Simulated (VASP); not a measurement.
Write the native input for VASP 6.6.1 that does the following.

```yaml
Task: single point
Functional: LDA
Potentials_or_basis: VASP PAW LDA potentials, release 64 (Zn, Se)
Cutoff: 520 eV
k_mesh: 6 × 6 × 6
Occupations: gaussian, width 0.01 eV
Spin: no spin polarisation
Dipole_correction: no
Further_INCAR_settings: ALGO = Normal; EDIFF = 1e-06; NBANDS = 16
```

The structure of ZnSe (Stilleite) lies in POSCAR:

```
ZnSe
1.0
    4.0075980000      0.0000000000      0.0000000000
    2.0037990000      3.4706816762      0.0000000000
    2.0037990000      1.1568938921      3.2721900647
Zn Se
1 1
Direct
    0.0000000000      0.0000000000      0.0000000000
    0.2500000000      0.2500000000      0.2500000000
```

One way to write it, as run:

INCAR

```
PREC = Accurate
ENCUT = 520
EDIFF = 1E-6
ISMEAR = 0
SIGMA = 0.01
LREAL = F
LASPH = T
NELM = 60
ALGO = Normal
ISIF = 2
LWAVE = F
LCHARG = F
NBANDS = 16
```

KPOINTS

```
regular mesh
0
Gamma
  6 6 6
```

Potentials or basis: VASP PAW LDA potentials, release 64 (Zn, Se).

Command:

```sh
$ cat potpaw_LDA.64/Zn/POTCAR potpaw_LDA.64/Se/POTCAR > POTCAR
$ mpirun -np 1 vasp_std > vasp.out
```

Results of the run:

- Pressure: -3.1 GPa
- Band gap on the k mesh: 1.07 eV, direct

Wall time 6.4 s on 1 thread of Intel(R) Xeon(R) 6975P-C (Granite Rapids), on a shared host, peak memory 0.14 GiB.
